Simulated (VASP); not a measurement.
A run of VASP 6.6.1:

File INCAR:

```
ALGO     = Fast           # electronic algorithm
EDIFF    = 1E-7           # SCF threshold, eV
EDIFFG   = -0.01          # ionic threshold
ENCUT    = 600            # plane-wave cutoff, eV
GGA      = PE             # functional
IBRION   = 2              # ionic algorithm
ISIF     = 3              # what is computed and relaxed
ISMEAR   = 0              # smearing method
LASPH    = True           # aspherical terms in the spheres
LCHARG   = False          # write CHGCAR
LREAL    = False          # projectors in reciprocal space
LWAVE    = False          # write WAVECAR
NELM     = 60             # most SCF steps
NSW      = 100            # ionic steps
PREC     = Accurate       # precision mode
SIGMA    = 0.1            # smearing width, eV
```

KPOINTS

```
k-points
0
Gamma
  8 8 8
```

The input POSCAR:

```
MoW2C4
1.0
    4.2958324860      0.0000000000      0.0000000000
    0.0000000000      4.2958324860      0.0000000000
    0.0000000000      0.0000000000      4.2792115445
Mo W C
1 2 4
Direct
    0.5000000000      0.5000000000      0.0000000000
    0.0000000000      0.5000000000      0.5000000000
    0.5000000000      0.0000000000      0.5000000000
    0.0000000000      0.5000000000      0.0000000000
    0.5000000000      0.0000000000      0.0000000000
    0.0000000000      0.0000000000      0.5000000000
    0.5000000000      0.5000000000      0.5000000000
```

Potentials or basis: VASP PAW PBE potentials, release 64 (Mo_sv, W_sv, C).

Launch:

```console
$ cat potpaw_PBE.64/Mo_sv/POTCAR potpaw_PBE.64/W_sv/POTCAR potpaw_PBE.64/C/POTCAR > POTCAR
$ mpirun -np 1 vasp_std > vasp.out
```

Hardware: 1 thread of Oxide Virtual Turin-like Processor, on a shared host.

Task: Estimate the wall time of this run.

Result: It took 40 min on 1 thread of Oxide Virtual Turin-like Processor, with other jobs on the host, peak memory 0.35 GiB. Counts: scf iterations 128, k points 75, ion steps 6.
